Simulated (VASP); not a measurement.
Write the native input for VASP 6.6.1 that does the following.

```
Task                   : single point
Functional             : PBE
Potentials or basis    : VASP PAW PBE potentials, release 64 (Mg, O)
Cutoff                 : 520 eV
k mesh                 : 9 × 9 × 1
Occupations            : gaussian, width 0.05 eV
Spin                   : collinear spin
Starting moments       : [0.0, 0.0, 0.0, 0.0, 0.0, 0.0, 2.0] μB
Dipole correction      : yes
Further INCAR settings : ALGO = Normal; EDIFF = 1e-06; NBANDS = 28
```

The structure of Mg3O4 lies in POSCAR:

```
Mg3O4
1.0
    3.0085896345      0.0000000000      0.0000000000
    0.0000000000      3.0085896345      0.0000000000
    0.0000000000      0.0000000000     19.7799623498
Mg O
3 4
Direct
    0.5000000000      0.5000000000      0.2022248541
    0.0000000000      0.0000000000      0.3100331121
    0.5000000000      0.5000000000      0.4161289127
    0.0000000000      0.0000000000      0.2022248541
    0.5000000000      0.5000000000      0.3095409237
    0.0000000000      0.0000000000      0.4186035445
    0.5000000000      0.5000000000      0.5209563638
```

These files were run (other wordings do the same):

INCAR

```
  PREC = Accurate
  ENCUT = 520
  EDIFF = 1E-6
  ISMEAR = 0
  SIGMA = 0.05
  LREAL = False
  LASPH = True
  NELM = 150
  ALGO = Normal
  ISIF = 2
  LWAVE = False
  LCHARG = False
  ISPIN = 2
  MAGMOM = 0 0 0 0 0 0 2
  LORBIT = 11
  LDIPOL = True
  IDIPOL = 3
  DIPOL = 0.5 0.5 0.340
  GGA = PE
  NBANDS = 28
```

KPOINTS

```
Automatic mesh
0
Gamma
  9 9 1
```

Potentials or basis: VASP PAW PBE potentials, release 64 (Mg, O).

Run with:

```bash
$ cat potpaw_PBE.64/Mg/POTCAR potpaw_PBE.64/O/POTCAR > POTCAR
$ mpirun -np 1 vasp_std > vasp.out
```

Results of the run:

```json
{
  "Largest force": "1.029 eV/Å",
  "Band gap on the k mesh": "0.28 eV (least direct gap 0.68 eV)",
  "Net moment": "2.00 μB per cell",
  "Site moments": "Mg +0.00, -0.01 (each value once); O +0.00, +0.02, +0.22, +1.37 μB",
  "Valence electrons inside the program's atomic spheres": "Mg 0.35, 0.39 (each value once); O 5.03, 5.08, 5.00, 4.63"
}
```

It took 120 s on 1 thread of Intel(R) Xeon(R) 6975P-C (Granite Rapids), on a shared host, peak memory 0.39 GiB.
